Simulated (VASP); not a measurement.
# Li2Zn (Fd-3m) in VASP: a series of runs, part 2 of 2

VASP 6.6.1. The steps go on from the part before.

## 3. Relaxation of cell and atoms, PBE

Input file INCAR:

```
PREC = Accurate
ENCUT = 600
EDIFF = 1E-6
ISMEAR = 0
SIGMA = 0.1
LREAL = F
LASPH = T
NELM = 100
ALGO = Normal
ISIF = 3
LWAVE = F
LCHARG = F
GGA = PE
IBRION = 2
NSW = 100
EDIFFG = -0.01
```

Input file KPOINTS:

```
regular mesh
0
Gamma
  10 10 10
```

Input file POSCAR:

```
Li2Zn
1.0
    0.0000000000      3.6002694642      3.6002694642
    3.6002694642      0.0000000000      3.6002694642
    3.6002694642      3.6002694642      0.0000000000
Li Zn
4 2
Direct
    0.1250000000      0.1250000000      0.1250000000
    0.6250000000      0.1250000000      0.1250000000
    0.1250000000      0.1250000000      0.6250000000
    0.1250000000      0.6250000000      0.1250000000
    0.5000000000      0.5000000000      0.5000000000
    0.7500000000      0.7500000000      0.7500000000
```

Potentials or basis: VASP PAW PBE potentials, release 64 (Li_sv, Zn).

On the command line:

```bash
$ cat potpaw_PBE.64/Li_sv/POTCAR potpaw_PBE.64/Zn/POTCAR > POTCAR
$ mpirun -np 1 vasp_std > vasp.out
```

OUTCAR:

```text
PREC = Accurate
   ENCUT = 600
   EDIFF = 1E-6
   ISMEAR = 0
   LREAL = F
   LASPH = T
   NELM = 100
   ISIF = 3
   GGA = PE
   IBRION = 2
   NSW = 100
   EDIFFG = -0.01

 ion  position               nearest neighbor table
   1  0.125  0.125  0.125-   2 2.55   3 2.55   4 2.55   3 2.55   4 2.55   2 2.55
   2  0.625  0.125  0.125-   1 2.55   3 2.55   4 2.55   1 2.55   3 2.55   4 2.55
   3  0.125  0.125  0.625-   1 2.55   1 2.55   2 2.55   4 2.55   4 2.55   2 2.55
   4  0.125  0.625  0.125-   1 2.55   3 2.55   1 2.55   2 2.55   3 2.55   2 2.55
   5  0.500  0.500  0.500-
   6  0.750  0.750  0.750-

  LATTYP: Found a face centered cubic cell.
 ALAT       =     7.2005389284

  Lattice vectors:

 A1 = (   0.0000000000,   3.6002694642,   3.6002694642)
 A2 = (   3.6002694642,   0.0000000000,   3.6002694642)
 A3 = (   3.6002694642,   3.6002694642,   0.0000000000)

Analysis of symmetry for initial positions (statically):
=====================================================================
 Subroutine PRICEL returns:
 Original cell was already a primitive cell.

 Routine SETGRP: Setting up the symmetry group for a
 face centered cubic supercell.

 Subroutine GETGRP returns: Found 48 space group operations
 (whereof 24 operations were pure point group operations)
 out of a pool of 48 trial point group operations.

The static configuration has the point symmetry T_d .
 The point group associated with its full space group is O_h .

Analysis of symmetry for dynamics (positions and initial velocities):
=====================================================================
 Subroutine PRICEL returns:
 Original cell was already a primitive cell.

 Routine SETGRP: Setting up the symmetry group for a
 face centered cubic supercell.

 Subroutine GETGRP returns: Found 48 space group operations
 (whereof 24 operations were pure point group operations)
 out of a pool of 48 trial point group operations.

The dynamic configuration has the point symmetry T_d .
 The point group associated with its full space group is O_h .

 Subroutine INISYM returns: Found 48 space group operations
 (whereof 24 operations are pure point group operations),
 and found     1 'primitive' translations

----------------------------------------------------------------------------------------

                                     Primitive cell

  volume of cell :      93.3330

  direct lattice vectors                    reciprocal lattice vectors
     0.000000000  3.600269464  3.600269464    -0.138878494  0.138878494  0.138878494
     3.600269464  0.000000000  3.600269464     0.138878494 -0.138878494  0.138878494
[... 129 lines left out ...]
 maximum number of plane-waves:      3142
 NGX is ok and might be reduce to    42
   NGX = 21   NGY = 21   NGZ = 21

--------------------------------------- Ionic step        1  -------------------------------------------

 number of electron      36.0000008 magnetization

 Free energy of the ion-electron system (eV)
  ---------------------------------------------------
  ext. energy  EPLUGINS =         0.00000000
  ---------------------------------------------------
  free energy    TOTEN  =        -9.58428681 eV

  energy without entropy =       -9.57375081  energy(sigma->0) =       -9.57901881

------------------------ aborting loop because EDIFF is reached ----------------------------------------

  FORCE on cell =-STRESS in cart. coord.  units (eV):
  Direction    XX          YY          ZZ          XY          YZ          ZX
  --------------------------------------------------------------------------------------
  -------------------------------------------------------------------------------------
  Total       -0.0629365     -0.0629365     -0.0629365     -0.0000000     -0.0000000     -0.0000000
  in kB       -1.0803835     -1.0803835     -1.0803835     -0.0000000     -0.0000000     -0.0000000
  external PRESSURE =      -1.0803835 kB  Pullay stress =       0.0000000 kB

 VOLUME and BASIS-vectors are now :
 -----------------------------------------------------------------------------
  energy-cutoff  :      600.00
  volume of cell :       93.33
      direct lattice vectors                 reciprocal lattice vectors
     0.000000000  3.600269464  3.600269464    -0.138878494  0.138878494  0.138878494
     3.600269464  0.000000000  3.600269464     0.138878494 -0.138878494  0.138878494
     3.600269464  3.600269464  0.000000000     0.138878494  0.138878494 -0.138878494

 POSITION                                       TOTAL-FORCE (eV/Angst)
 -----------------------------------------------------------------------------------
      0.90007      0.90007      0.90007        -0.000000     -0.000000      0.000000
      0.90007      2.70020      2.70020        -0.000000     -0.000000      0.000000
      2.70020      2.70020      0.90007        -0.000000     -0.000000      0.000000
      2.70020      0.90007      2.70020        -0.000000     -0.000000      0.000000
      3.60027      3.60027      3.60027        -0.000000     -0.000000     -0.000000
      5.40040      5.40040      5.40040         0.000000      0.000000      0.000000
 -----------------------------------------------------------------------------------
    total drift:                               -0.000000     -0.000000      0.000000

  FREE ENERGIE OF THE ION-ELECTRON SYSTEM (eV)
  ---------------------------------------------------
  free  energy   TOTEN  =        -9.5842868060 eV

  energy  without entropy=       -9.5737508061  energy(sigma->0) =       -9.57901881

--------------------------------------- Ionic step        2  -------------------------------------------

 number of electron      36.0000007 magnetization

 Free energy of the ion-electron system (eV)
  ---------------------------------------------------
  ext. energy  EPLUGINS =         0.00000000
  ---------------------------------------------------
  free energy    TOTEN  =        -9.58436120 eV

  energy without entropy =       -9.57383673  energy(sigma->0) =       -9.57909897

 E-fermi :   1.8549     XC(G=0):  -9.0271

 val. band max:        1.8276996359   @ k =   0.3000   0.2000   0.0000
 cond. band min:       1.8785795154   @ k =   0.4000   0.0000   0.0000
 fundamental gap:      0.0508798795
 Fermi energy:         1.8549477545

 k-point     1 :       0.0000    0.0000    0.0000
  band No.  band energies     occupation
      1     -44.5822      2.00000
      2     -44.4961      2.00000
      3     -44.4961      2.00000
      4     -44.4961      2.00000
      5      -5.1454      2.00000
      6      -5.1454      2.00000
[... 589 lines left out ...]
     21       5.8407      0.00000
     22       6.5888      0.00000

 [... further k-points ...]

------------------------ aborting loop because EDIFF is reached ----------------------------------------

  FORCE on cell =-STRESS in cart. coord.  units (eV):
  Direction    XX          YY          ZZ          XY          YZ          ZX
  --------------------------------------------------------------------------------------
  -------------------------------------------------------------------------------------
  Total       -0.0237020     -0.0237020     -0.0237020     -0.0000000     -0.0000000      0.0000000
  in kB       -0.4074921     -0.4074921     -0.4074921     -0.0000000     -0.0000000      0.0000000
  external PRESSURE =      -0.4074921 kB  Pullay stress =       0.0000000 kB

 VOLUME and BASIS-vectors are now :
 -----------------------------------------------------------------------------
  energy-cutoff  :      600.00
  volume of cell :       93.19
      direct lattice vectors                 reciprocal lattice vectors
     0.000000000  3.598447594  3.598447594    -0.138948807  0.138948807  0.138948807
     3.598447594  0.000000000  3.598447594     0.138948807 -0.138948807  0.138948807
     3.598447594  3.598447594 -0.000000000     0.138948807  0.138948807 -0.138948807

 POSITION                                       TOTAL-FORCE (eV/Angst)
 -----------------------------------------------------------------------------------
      0.89961      0.89961      0.89961         0.000000      0.000000      0.000000
      0.89961      2.69884      2.69884         0.000000      0.000000      0.000000
      2.69884      2.69884      0.89961         0.000000      0.000000      0.000000
      2.69884      0.89961      2.69884         0.000000      0.000000      0.000000
      3.59845      3.59845      3.59845        -0.000000     -0.000000     -0.000000
      5.39767      5.39767      5.39767         0.000000      0.000000      0.000000
 -----------------------------------------------------------------------------------
    total drift:                               -0.000000     -0.000000      0.000000

  FREE ENERGIE OF THE ION-ELECTRON SYSTEM (eV)
  ---------------------------------------------------
  free  energy   TOTEN  =        -9.5843611975 eV

  energy  without entropy=       -9.5738367335  energy(sigma->0) =       -9.57909897

 reached required accuracy - stopping structural energy minimisation
```

Wall time 89 s (1 thread of Intel Xeon 6975P-C (Granite Rapids), shared host); peak memory 0.3 GiB.

Results:

* Free energy: -9.5844 eV
* Relaxed volume: 15.53 Å³/atom
* Relaxed cell: a = 5.089 Å, b = 5.089 Å, c = 5.089 Å, α = 60.00°, β = 60.00°, γ = 60.00°
* Space group after relaxing (to 0.1 Å): Fd-3m (No. 227)
* Energy gained by relaxing: 0.0 meV/atom
* Ionic steps: 2
* Pressure after relaxing: 0.0 GPa
* Band gap on the k mesh: zero (bands 18 and 19 overlap by 1.22 eV)

Final structure:
```
CELL_PARAMETERS angstrom
0.00000 3.59845 3.59845
3.59845 0.00000 3.59845
3.59845 3.59845 0.00000
ATOMIC_POSITIONS crystal
Li 0.12500 0.12500 0.12500
Li 0.62500 0.12500 0.12500
Li 0.12500 0.12500 0.62500
Li 0.12500 0.62500 0.12500
Zn 0.50000 0.50000 0.50000
Zn 0.75000 0.75000 0.75000
```

Levels at points of the mesh, in eV from the Fermi level:
```
           k point  band 16  band 17  band 18  band 19  band 20  band 21
(0.00, 0.00, 0.00)    -0.37     0.76     0.76     0.76     2.08     2.08
(0.50, 0.00, 0.00)    -3.71    -0.04    -0.04     0.39     0.72     2.11
(0.50, 0.50, 0.00)    -4.25    -1.17    -1.17    -0.46    -0.46     5.78
```

Caveat: the cutoff is under 1.25 times the usual one of these potentials, so pressure, stress and relaxed cells hold a basis-set (Pulay) error.

The gap in the log of VASP goes by the Fermi energy; the results here count the filled bands.